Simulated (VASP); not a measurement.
# MgW (P4/mmm) in VASP: further runs

The runs below take MgW through single point, relaxation of cell and atoms, with PBE.

Everything below comes from runs of VASP 6.6.1. Logs are shortened: lines on timing, memory, paths and dates and some standing lists are left out, and cuts for length are marked.

**1. The cell of the first run**

The structure is tetragonal, space group P4/mmm (No. 123). Conventional cell: a = 2.710 Å, b = 2.710 Å, c = 4.645 Å, α = 90.00°, β = 90.00°, γ = 90.00°. Within 3.6 Å of Mg (site symmetry 4/mmm) lie 4 Mg at 2.71 Å and 8 W at 3.01 Å. W (site symmetry 4/mmm) has 4 W at 2.71 Å and 8 Mg at 3.01 Å within 3.6 Å.

The cell was generated, and may not be a known phase.

**2. Single point, PBE**

Contents of INCAR:

```
ALGO = Normal ; EDIFF = 1E-6
ENCUT = 520 ; GGA = PE
ISIF = 2 ; ISMEAR = 0
LASPH = T ; LCHARG = T
LELF = T ; LREAL = F
LVHAR = T ; LWAVE = F
NBANDS = 15 ; NELM = 80
PREC = Accurate ; SIGMA = 0.2
```

Contents of KPOINTS:

```
k-points
0
Gamma
  6 6 5
```

Contents of POSCAR:

```
MgW
1.0
    2.7103469281      0.0000000000      0.0000000000
    0.0000000000      2.7103469281      0.0000000000
    0.0000000000      0.0000000000      4.6449234225
Mg W
1 1
Direct
    0.0000000000      0.0000000000      0.0000000000
    0.5000000000      0.5000000000      0.5000000000
```

Potentials or basis: VASP PAW PBE potentials, release 64 (Mg, W_sv).

Command:

```sh
$ cat potpaw_PBE.64/Mg/POTCAR potpaw_PBE.64/W_sv/POTCAR > POTCAR
$ mpirun -np 1 vasp_std > vasp.out
```

OUTCAR:

```text
EDIFF = 1E-6
   ENCUT = 520
   GGA = PE
   ISIF = 2
   ISMEAR = 0
   LASPH = T
   LREAL = F
   NELM = 80
   PREC = Accurate

 ion  position               nearest neighbor table
   1  0.000  0.000  0.000-   2 3.01   2 3.01   2 3.01   2 3.01   2 3.01   2 3.01   2 3.01   2 3.01

   2  0.500  0.500  0.500-   1 3.01   1 3.01   1 3.01   1 3.01   1 3.01   1 3.01   1 3.01   1 3.01

  LATTYP: Found a simple tetragonal cell.
 ALAT       =     2.7103469281
 C/A-ratio  =     1.7137744893

  Lattice vectors:

 A1 = (   2.7103469281,   0.0000000000,   0.0000000000)
 A2 = (   0.0000000000,   2.7103469281,   0.0000000000)
 A3 = (   0.0000000000,   0.0000000000,   4.6449234225)

Analysis of symmetry for initial positions (statically):
=====================================================================
 Subroutine PRICEL returns:
 Original cell was already a primitive cell.

 Routine SETGRP: Setting up the symmetry group for a
 simple tetragonal supercell.

 Subroutine GETGRP returns: Found 16 space group operations
 (whereof 16 operations were pure point group operations)
 out of a pool of 16 trial point group operations.

The static configuration has the point symmetry D_4h.

Analysis of symmetry for dynamics (positions and initial velocities):
=====================================================================
 Subroutine PRICEL returns:
 Original cell was already a primitive cell.

 Routine SETGRP: Setting up the symmetry group for a
 simple tetragonal supercell.

 Subroutine GETGRP returns: Found 16 space group operations
 (whereof 16 operations were pure point group operations)
 out of a pool of 16 trial point group operations.

The dynamic configuration has the point symmetry D_4h.

 Subroutine INISYM returns: Found 16 space group operations
 (whereof 16 operations are pure point group operations),
 and found     1 'primitive' translations

----------------------------------------------------------------------------------------

                                     Primitive cell

  volume of cell :      34.1215

  direct lattice vectors                    reciprocal lattice vectors
     2.710346928  0.000000000  0.000000000     0.368956457  0.000000000  0.000000000
     0.000000000  2.710346928  0.000000000     0.000000000  0.368956457  0.000000000
     0.000000000  0.000000000  4.644923422     0.000000000  0.000000000  0.215288802

  length of vectors
     2.710346928  2.710346928  4.644923422     0.368956457  0.368956457  0.215288802

  position of ions in fractional coordinates (direct lattice)
     0.000000000  0.000000000  0.000000000
     0.500000000  0.500000000  0.500000000

[... 83 lines left out ...]
   ISYM   =      2    0-nonsym 1-usesym 2-fastsym
   POTIM  = 0.5000    time-step for ionic-motion
   TEBEG  =    0.0;   TEEND  =   0.0 temperature during run
   PSTRESS=    0.0 pullay stress
   NELECT =      16.0000    total number of electrons
   NUPDOWN=      -1.0000    fix difference up-down
   EMIN   =  10.00;   EMAX   =-10.00  energy-range for DOS
   EFERMI =   0.00;   METHOD = LEGACY
   ISMEAR =     0;   SIGMA  =   0.20  broadening in eV -4-tet -1-fermi 0-gaus
   EFERMI_NEDOS =   21; number of points for ismear=-14 and -15
   IALGO  =     38    algorithm
   IMIX   =      4    mixing-type and parameters
     AMIX     =   0.40;   BMIX     =  1.00
     AMIX_MAG =   1.60;   BMIX_MAG =  1.00
  volume/ion in A,a.u.               =      17.06       115.13
  Fermi-wavevector in a.u.,A,eV,Ry     =   1.271858  2.403464 22.009103  1.617623
  Thomas-Fermi vector in A             =   2.404768
   LORBIT       =      0    0 simple, 1 ext, 2 COOP (PROOUT), +10 PAW based schemes
   GGA     = PE    functional components
   LHFCALC =     F    Hartree Fock is set to
   AEXX    =    0.0000 exact exchange contribution
   IVDW    =     0    specifies the selected vdW correction
   LEPSILON=     F    determine dielectric tensor
   LRPA    =     F    only Hartree local field effects (RPA)
 non-spin polarized calculation
 Gauss-broadening in eV      SIGMA  =   0.20
  energy-cutoff  :      520.00
  volume of cell :       34.12
 maximum number of plane-waves:       935
   NGX = 11   NGY = 11   NGZ = 17

 number of electron      16.0000004 magnetization

 Free energy of the ion-electron system (eV)
  ---------------------------------------------------
  ext. energy  EPLUGINS =         0.00000000
  ---------------------------------------------------
  free energy    TOTEN  =       -13.59620011 eV

  energy without entropy =      -13.57925712  energy(sigma->0) =      -13.58772861

 E-fermi :   6.8862     XC(G=0): -11.3626

 val. band max:        6.8510243350   @ k =   0.3333   0.1667   0.4000
 cond. band min:       7.0972726524   @ k =   0.5000   0.1667   0.4000
 fundamental gap:      0.2462483175
 Fermi energy:         6.8862200310

 k-point     1 :       0.0000    0.0000    0.0000
  band No.  band energies     occupation
      1     -66.9593      2.00000
      2     -31.2099      2.00000
      3     -30.6557      2.00000
      4     -30.6556      2.00000
      5      -1.3909      2.00000
      6       2.8816      2.00000
      7       3.5770      2.00000
      8       6.3299      1.99992
      9       9.3127      0.00000
     10       9.3127      0.00000
     11      11.4818      0.00000
     12      12.0630      0.00000
     13      18.1820      0.00000
     14      19.2924      0.00000
[... 401 lines left out ...]
      2     -31.6205      2.00000
      3     -31.1008      2.00000
      4     -30.5696      2.00000
      5       2.7266      2.00000
      6       3.2945      2.00000
      7       5.3744      2.00000
      8       6.7482      1.67096
      9       7.1102      0.11331
     10       8.2167      0.00000
     11       9.8911      0.00000
     12      11.7788      0.00000
     13      15.0882      0.00000
     14      18.3071      0.00000
     15      20.0400      0.00000

 [... further k-points ...]
[... 5 lines left out ...]
  --------------------------------------------------------------------------------------
  -------------------------------------------------------------------------------------
  Total       -0.0043404     -0.0043404      0.1271161      0.0000000      0.0000000      0.0000000
  in kB       -0.2038020     -0.2038020      5.9687401      0.0000000      0.0000000      0.0000000
  external PRESSURE =       1.8537121 kB  Pullay stress =       0.0000000 kB

 VOLUME and BASIS-vectors are now :
 -----------------------------------------------------------------------------
  energy-cutoff  :      520.00
  volume of cell :       34.12
      direct lattice vectors                 reciprocal lattice vectors
     2.710346928  0.000000000  0.000000000     0.368956457  0.000000000  0.000000000
     0.000000000  2.710346928  0.000000000     0.000000000  0.368956457  0.000000000
     0.000000000  0.000000000  4.644923422     0.000000000  0.000000000  0.215288802

 POSITION                                       TOTAL-FORCE (eV/Angst)
 -----------------------------------------------------------------------------------
      0.00000      0.00000      0.00000         0.000000      0.000000      0.000000
      1.35517      1.35517      2.32246         0.000000      0.000000      0.000000
 -----------------------------------------------------------------------------------
    total drift:                               -0.000000      0.000000      0.000000

  FREE ENERGIE OF THE ION-ELECTRON SYSTEM (eV)
  ---------------------------------------------------
  free  energy   TOTEN  =       -13.5962001063 eV

  energy  without entropy=      -13.5792571192  energy(sigma->0) =      -13.58772861
```

OSZICAR:

```text
N       E                     dE             d eps       ncg     rms          rms(c)
DAV:   1     0.121145329408E+03    0.12115E+03   -0.95258E+03   924   0.109E+03
DAV:   2    -0.115446527353E+02   -0.13269E+03   -0.12698E+03  1047   0.306E+02
DAV:   3    -0.141980811297E+02   -0.26534E+01   -0.26361E+01  1096   0.446E+01
DAV:   4    -0.142186795433E+02   -0.20598E-01   -0.20597E-01  1033   0.428E+00
DAV:   5    -0.142189918595E+02   -0.31232E-03   -0.31232E-03  1103   0.511E-01    0.157E+01
DAV:   6    -0.136906713509E+02    0.52832E+00   -0.72863E-01   963   0.922E+00    0.521E+00
DAV:   7    -0.136091458847E+02    0.81525E-01   -0.91742E-02  1033   0.269E+00    0.128E+00
DAV:   8    -0.135968269591E+02    0.12319E-01   -0.11300E-02  1047   0.866E-01    0.309E-01
DAV:   9    -0.135962276490E+02    0.59931E-03   -0.11357E-03   977   0.305E-01    0.239E-02
DAV:  10    -0.135962016575E+02    0.25992E-04   -0.63139E-05  1005   0.682E-02    0.337E-02
DAV:  11    -0.135961999554E+02    0.17021E-05   -0.37699E-06  1075   0.185E-02    0.439E-03
DAV:  12    -0.135962001063E+02   -0.15089E-06   -0.56471E-08   520   0.223E-03
   1 F= -.13596200E+02 E0= -.13587729E+02  d E =-.169430E-01
```

stdout:

```text
POSCAR found type information on POSCAR MgW
 POSCAR found :  2 types and       2 ions
 scaLAPACK will be used
 LDA part: xc-table for (Slater+PW92), standard interpolation
 POSCAR, INCAR and KPOINTS ok, starting setup
 FFT: planning ... GRIDC
 FFT: planning ... GRID_SOFT
 FFT: planning ... GRID
 WAVECAR not read
 entering main loop
```

Run time: 24 s. Hardware: 1 thread of Intel Xeon 8259CL, shared host; peak memory 0.15 GiB.

What came out:

* Free energy: -13.5962 eV
* Pressure: 0.2 GPa
* Band gap on the k mesh: zero (bands 8 and 9 overlap by 0.93 eV)

Stress tensor (GPa, compression positive):
```
-0.02  0.00  0.00
 0.00 -0.02  0.00
 0.00  0.00  0.60
```

Caveat: the k points lie up to 0.39 Å⁻¹ apart, too coarse for converged energies and pressures of a metal; spin-orbit coupling is left out, which moves the levels of the heavy elements.

**3. Relaxation of cell and atoms, PBE**

This run uses another cell than the first one, of 16.25 Å³/atom.

Contents of INCAR:

```
  PREC = Accurate
  ENCUT = 600
  EDIFF = 1E-6
  ISMEAR = 0
  SIGMA = 0.2
  LREAL = F
  LASPH = T
  NELM = 100
  ALGO = Normal
  ISIF = 3
  LWAVE = F
  LCHARG = F
  GGA = PE
  IBRION = 2
  NSW = 36
  EDIFFG = -0.08
```

Contents of KPOINTS:

```
Automatic mesh
0
Gamma
  6 6 5
```

Contents of POSCAR:

```
MgW
1.0
    2.9947914800      0.0000000000      0.0000000000
    0.0000000000      2.9947914800      0.0000000000
    0.0000000000      0.0000000000      3.6246727000
Mg W
1 1
Direct
    0.0000000000      0.0000000000      0.0000000000
    0.5000000000      0.5000000000      0.5000000000
```

Potentials or basis: VASP PAW PBE potentials, release 64 (Mg, W_sv).

Command:

```sh
$ cat potpaw_PBE.64/Mg/POTCAR potpaw_PBE.64/W_sv/POTCAR > POTCAR
$ mpirun -np 1 vasp_std > vasp.out
```

It took 2.3 min on 1 thread of Intel Xeon 8259CL, shared host; peak memory 0.16 GiB.

The run converged. Its results:

| Item | Value |
| --- | --- |
| Free energy | -13.5950 eV |
| Relaxed volume | 17.07 Å³/atom |
| Relaxed cell | a = 2.707 Å, b = 2.707 Å, c = 4.659 Å, α = 90.00°, β = 90.00°, γ = 90.00° |
| Space group after relaxing (to 0.1 Å) | P4/mmm (No. 123) |
| Energy gained by relaxing | 492.8 meV/atom |
| Ionic steps | 10 |
| Pressure after relaxing | 0.2 GPa |
| Band gap on the k mesh | zero (bands 8 and 9 overlap by 0.94 eV) |

Stress tensor (GPa, compression positive):
```
0.36 0.00 0.00
0.00 0.36 0.00
0.00 0.00 0.01
```

The path:
```
step  energy change (eV)  largest force (eV/Å)  pressure (GPa)  volume (Å³)
   1              0.0000                0.0000            5.56        32.51
   2             -0.3363                0.0000           -4.79        35.11
   3             -0.5664                0.0000          -16.82        40.08
   4             -0.5736                0.0000          -14.05        38.53
   5             -0.7140                0.0000          -13.59        38.35
   6             -0.8255                0.0000          -12.22        38.01
   7             -0.8420                0.0000          -11.24        37.83
   8             -0.9191                0.0000           -8.08        36.59
   9             -0.9824                0.0000           -1.89        34.68
  10             -0.9856                0.0000            0.25        34.13
```

Final structure:
```cif
data_structure
_symmetry_space_group_name_H-M 'P 1'
_symmetry_Int_Tables_number 1
_cell_length_a 2.7067
_cell_length_b 2.7067
_cell_length_c 4.6591
_cell_angle_alpha 90.000
_cell_angle_beta 90.000
_cell_angle_gamma 90.000
_cell_volume 34.13
loop_
_atom_site_label
_atom_site_type_symbol
_atom_site_fract_x
_atom_site_fract_y
_atom_site_fract_z
_atom_site_occupancy
Mg1 Mg 0.00000 0.00000 0.00000 1
W1 W 0.50000 0.50000 0.50000 1
```

Levels at points of the mesh, in eV from the Fermi level:
```csv
k point,band 6,band 7,band 8,band 9,band 10,band 11
"(0.00, 0.00, 0.00)",-4.02,-3.32,-0.59,2.45,2.45,4.63
"(0.50, 0.00, 0.00)",-3.22,-2.15,-1.79,1.35,3.12,4.26
"(0.50, 0.50, 0.00)",-1.69,-1.69,-0.52,2.41,2.41,6.98
```

Caveat: a cell axis changed by over 15 % at a fixed basis, so the end point is rough; spin-orbit coupling is left out, which moves the levels of the heavy elements.

**4. Single point, PBE**

This run uses another cell than the first one: it holds 4 atoms, not 2.

Contents of INCAR:

```
SYSTEM = MgW
ALGO = Normal
EDIFF = 1E-7
ENCUT = 520
GGA = PE
ISIF = 2
ISMEAR = 0
LASPH = .TRUE.
LCHARG = .TRUE.
LELF = .TRUE.
LREAL = .FALSE.
LVHAR = .TRUE.
LWAVE = .FALSE.
NBANDS = 24
NELM = 60
PREC = Accurate
SIGMA = 0.2
```

Contents of KPOINTS:

```
k-points
0
G
  8 6 4
  0 0 0
```

Contents of POSCAR:

```
MgW
1.0
    0.0000000000      2.7172573460      0.0000000000
    0.0000000000      0.0000000000      4.6391424123
    5.4345146921      0.0000000000      0.0000000000
Mg W
2 2
Direct
    0.0000000000      0.0000000000      0.5000000000
    0.0000000000      0.0000000000      0.0000000000
    0.5000000000      0.5000000000      0.2500000000
    0.5000000000      0.5000000000      0.7500000000
```

Command:

```sh
$ cat potpaw_PBE.64/Mg/POTCAR potpaw_PBE.64/W_sv/POTCAR > POTCAR
$ mpirun -np 1 vasp_std > vasp.out
```

Wall time 2.3 min (1 thread of Intel Xeon 8259CL, shared host); peak memory 0.24 GiB.

The run converged. Its results:

```yaml
Free_energy: -26.9288 eV
Pressure: 0.4 GPa
Band_gap_on_the_k_mesh: zero (bands 16 and 17 overlap by 0.85 eV)
```

Stress tensor (GPa, compression positive):
```
 0.65  0.00  0.00
 0.00  0.65  0.00
 0.00  0.00 -0.10
```

Levels at points of the mesh, in eV from the Fermi level:
```tsv
k point	band 12	band 13	band 14	band 15	band 16	band 17	band 18	band 19	band 20	band 21
(0.00, 0.00, 0.00)	-3.15	-3.03	-1.99	-1.67	-0.37	1.45	2.55	2.55	3.21	4.46
(0.50, 0.00, 0.00)	-1.99	-1.67	-1.53	-1.53	-0.41	1.45	2.50	2.50	3.21	4.46
(0.00, 0.50, 0.00)	-3.37	-3.12	-1.45	-1.04	-0.16	0.15	1.45	2.45	2.45	3.11
(0.50, 0.50, 0.00)	-2.06	-2.06	-1.04	-0.16	0.15	1.37	1.45	3.11	3.63	4.97
(0.00, 0.00, 0.50)	-2.97	-1.86	-1.86	-1.39	-1.39	2.80	2.80	2.86	2.86	3.37
(0.50, 0.00, 0.50)	-2.44	-2.38	-2.38	0.00	0.00	0.25	0.25	1.30	1.30	6.10
(0.00, 0.50, 0.50)	-4.76	-1.82	-1.82	-0.50	-0.50	0.05	0.05	2.77	2.77	2.80
(0.50, 0.50, 0.50)	-2.73	-1.31	-1.31	-0.45	-0.45	0.74	0.74	2.41	2.41	3.79
```

Caveat: spin-orbit coupling is left out, which moves the levels of the heavy elements.

**5. Single point, PBE**

This run uses another cell than the first one, of 17.13 Å³/atom.

Contents of INCAR:

```
  PREC = Accurate
  ENCUT = 520
  EDIFF = 1E-6
  ISMEAR = 0
  SIGMA = 0.1
  LREAL = False
  LASPH = True
  NELM = 100
  ALGO = Normal
  ISIF = 2
  LWAVE = False
  LCHARG = True
  GGA = PE
  LELF = True
  LVHAR = True
  NBANDS = 15
```

Contents of KPOINTS:

```
Automatic mesh
0
Gamma
  16 16 10
```

Contents of POSCAR:

```
MgW
1.0
    2.7172573460      0.0000000000      0.0000000000
    0.0000000000      2.7172573460      0.0000000000
    0.0000000000      0.0000000000      4.6391424123
Mg W
1 1
Direct
    0.0000000000      0.0000000000      0.0000000000
    0.5000000000      0.5000000000      0.5000000000
```

Command:

```sh
$ cat potpaw_PBE.64/Mg/POTCAR potpaw_PBE.64/W_sv/POTCAR > POTCAR
$ mpirun -np 1 vasp_std > vasp.out
```

Wall time 2.4 min (1 thread of Intel Xeon 8259CL, shared host); peak memory 0.26 GiB.

It converged, with:

```
Free energy            : -13.4995 eV
Pressure               : 0.0 GPa
Band gap on the k mesh : zero (bands 8 and 9 overlap by 1.56 eV)
```

Stress tensor (GPa, compression positive):
```
 0.15  0.00  0.00
 0.00  0.15  0.00
 0.00  0.00 -0.20
```

Levels at points of the mesh, in eV from the Fermi level:
```tsv
k point	band 5	band 6	band 7	band 8	band 9	band 10	band 11	band 12
(0.00, 0.00, 0.00)	-8.17	-3.89	-3.20	-0.43	2.49	2.49	4.63	5.30
(0.50, 0.00, 0.00)	-4.20	-3.09	-2.05	-1.73	1.40	3.15	4.40	5.56
(0.50, 0.50, 0.00)	-4.39	-1.59	-1.59	-0.47	2.44	2.44	6.94	7.60
(0.00, 0.00, 0.50)	-6.78	-5.52	-3.17	-1.51	2.39	2.39	4.63	7.50
(0.50, 0.00, 0.50)	-4.11	-3.42	-1.10	-0.22	0.09	1.40	3.05	4.91
(0.50, 0.50, 0.50)	-4.28	-2.12	-2.12	1.31	3.57	5.21	5.21	5.70
```

Caveat: spin-orbit coupling is left out, which moves the levels of the heavy elements.

**6. The runs side by side**

| task | cell | k mesh | cutoff (eV) | smearing | gap on the mesh (eV) | pressure (GPa) |
| --- | --- | --- | --- | --- | --- | --- |
| single point | a = 2.710, b = 2.710, c = 4.645 Å, 2 atoms, atomic positions A | 6 × 6 × 5 | 520 | gaussian 0.2 eV | none | 0.2 |
| relaxation of cell and atoms | relaxed from a = 2.995, b = 2.995, c = 3.625 Å, 2 atoms, atomic positions A | 6 × 6 × 5 | 600 | gaussian 0.2 eV | none | 0.2 |
| single point | a = 2.717, b = 4.639, c = 5.435 Å, 4 atoms, atomic positions B | 8 × 6 × 4 | 520 | gaussian 0.2 eV | none | 0.4 |
| single point | a = 2.717, b = 2.717, c = 4.639 Å, 2 atoms, atomic positions A | 16 × 16 × 10 | 520 | gaussian 0.1 eV | none | 0.0 |

Alike in all rows: level PBE; potentials or basis VASP PAW PBE potentials, release 64 (Mg, W_sv); no spin polarisation.

Caveats: some runs use coarse meshes; spin-orbit coupling is left out, which moves the levels of the heavy elements; a cell axis changed by over 15 % at a fixed basis, so the end point is rough (at least some runs).

Total energies depend on the potentials used, so only differences within one code and one set of settings carry meaning.

The gap in the log of VASP goes by the Fermi energy; the results here count the filled bands.